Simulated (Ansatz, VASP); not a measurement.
**Bi: VASP beside Ansatz**

```xyz
2
Lattice="0.0000 2.9858 2.9858 2.9858 0.0000 2.9858 2.9858 2.9858 0.0000" Properties=species:S:1:pos:R:3 pbc="T T T"
Bi   -0.7465   -0.7465   -0.7465
Bi    0.7465    0.7465    0.7465
```

Change from the starting cell: volume scaled by 0.55, PAW files.

Alike in both runs: task single point; functional PBE; k mesh 11 × 11 × 11; occupations fermi-dirac, width 0.05 eV; no spin polarisation.

```csv
,VASP,Ansatz
version,VASP 6.6.1,Ansatz 0.2.0
potentials or method,"VASP PAW PBE potentials, release 64 (Bi_d)","PAW with Ansatz's default frozen-core files, scalar-relativistic"
plane-wave cutoff (eV),520,420
valence electrons in the cell,30,30
```

```tsv
	VASP	Ansatz	Ansatz less VASP
pressure (GPa)	63.2	63.3	+0.13
```

Both programs put the cell under a high pressure, so it lies far from rest at this level.

Neither program's run includes spin-orbit coupling. Noted on VASP's run: the cell as given lies far from equilibrium.
